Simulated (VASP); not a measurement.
Here is a VASP 6.6.1 calculation.

The input INCAR:

```
SYSTEM = SnSe
  AGGAC = 1.0
  AGGAX = 1.0
  ALDAC = 0.0
  ALDAX = 1.0
  ALGO = Normal
  EDIFF = 1E-7
  ENCUT = 520
  GGA = B5
  ISIF = 2
  ISMEAR = -1
  IVDW = 12
  LASPH = .True.
  LCHARG = .True.
  LELF = .True.
  LREAL = .False.
  LVHAR = .True.
  LWAVE = .False.
  NBANDS = 17
  NELM = 60
  PREC = Accurate
  SIGMA = 0.05
  VDW_A1 = 0.4298
  VDW_A2 = 4.2359
  VDW_S6 = 1.0
  VDW_S8 = 2.6996
```

Contents of KPOINTS:

```
k-points
0
Gamma
  8 8 8
  0 0 0
```

File POSCAR:

```
SnSe
1.0
    0.0000000000      2.9485541872      2.9485541872
    2.9485541872      0.0000000000      2.9485541872
    2.9485541872      2.9485541872      0.0000000000
Sn Se
1 1
Direct
    0.0000000000      0.0000000000      0.0000000000
    0.5000000000      0.5000000000      0.5000000000
```

Potentials or basis: VASP PAW PBE potentials, release 64 (Sn_d, Se).

Run with:

```sh
$ cat potpaw_PBE.64/Sn_d/POTCAR potpaw_PBE.64/Se/POTCAR > POTCAR
$ mpirun -np 1 vasp_std > vasp.out
```

(1) What does it give for the band gap on the k mesh?

(2) What does it give for the pressure?

## Answers

(1) 0.66 eV, direct.

(2) 3.6 GPa.

Caveat: the PAW data sets were made with another functional, which shifts forces and pressure a little; spin-orbit coupling is left out, which moves the levels of the heavy elements.
